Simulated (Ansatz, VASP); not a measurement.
## TaC: VASP beside Ansatz

File INCAR:

```
PREC = Accurate ; ENCUT = 600
EDIFF = 1E-6 ; ISMEAR = -1
SIGMA = 0.05 ; LREAL = False
LASPH = True ; NELM = 120
ALGO = Normal ; ISIF = 2
LWAVE = False ; LCHARG = True
LELF = True ; LVHAR = True
NBANDS = 14 ; GGA_COMPAT = False
```

Contents of KPOINTS:

```
regular mesh
0
Gamma
  16 16 16
```

The input POSCAR:

```
TaC
1.0
    0.0000000000      2.1969017158      2.1969017158
    2.1969017158      0.0000000000      2.1969017158
    2.1969017158      2.1969017158      0.0000000000
Ta C
1 1
Direct
    0.0000000000      0.0000000000      0.0000000000
    0.5000000000      0.5000000000      0.5000000000
```

Input for Ansatz:

```yaml
crystal:
  lattice:
    - [0.0, 2.1969017158, 2.1969017158]
    - [2.1969017158, 0.0, 2.1969017158]
    - [2.1969017158, 2.1969017158, 0.0]
  atoms:
    - { symbol: Ta, position: [0.0, 0.0, 0.0] }
    - { symbol: C, position: [0.5, 0.5, 0.5] }
kpoints:
  mp_grid: { grid: [16, 16, 16] }
scf:
  occupations: { method: fermi_dirac, width: 0.05 }
hamiltonian:
  xc: lda
  pseudopotentials: { kind: all_electron, lapw: { basis_error: 0.001 } }
output:
  forces: true
  stress: true
  eigenvalues: true
```

Change from the starting cell: functional lda, volume scaled by 0.96.

Alike in both runs: task single point; functional LDA; k mesh 16 × 16 × 16; occupations fermi-dirac, width 0.05 eV; no spin polarisation.

|  | VASP | Ansatz |
| --- | --- | --- |
| version | VASP 6.6.1 | Ansatz 0.2.0 |
| potentials or method | VASP PAW LDA potentials, release 64 (Ta_pv, C), cutoff 600 eV | all-electron LAPW, scalar-relativistic |

VASP gave:

```
pressure (GPa) : 6.9
```

Q: Which values does Ansatz return?

A: Pressure (GPa): 4.7.

LDA's correlation is that of Perdew and Zunger in VASP and of Perdew and Wang (1992) in Ansatz. Ansatz ran all-electron here, and VASP with PAW potentials.

Neither program's run includes spin-orbit coupling.
